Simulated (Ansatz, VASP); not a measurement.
One calculation of C, two programs

```
C
1.0
     0.00000    1.76587    1.76587
     1.76587    0.00000    1.76587
     1.76587    1.76587    0.00000
C
2
Direct
  0.00000 0.00000 0.00000
  0.25000 0.25000 0.25000
```

Alike in both runs: functional LDA; k mesh 12 × 12 × 12; occupations gaussian, width 0.02 eV; no spin polarisation.

Ansatz relaxed the structure, and its values are those at the end. VASP's run is a single point on that final structure, the one shown.

|  | VASP | Ansatz |
| --- | --- | --- |
| version | VASP 6.6.1 | Ansatz 0.2.0 |
| potentials or method | VASP PAW LDA potentials, release 64 (C), cutoff 600 eV | scalar-relativistic, plane waves, PAW |
| valence electrons in the cell | 8 | 8 |

|  | VASP | Ansatz | Ansatz less VASP |
| --- | --- | --- | --- |
| gap on the k mesh at the Fermi level (eV) | 4.20 | 4.20 | 0.000 |
| least direct gap on the mesh (eV) | 5.63 | 5.62 | -0.003 |
| pressure (GPa) | 0.8 | 0.0 | -0.84 |

LDA's correlation is that of Perdew and Zunger in VASP and of Perdew and Wang (1992) in Ansatz.
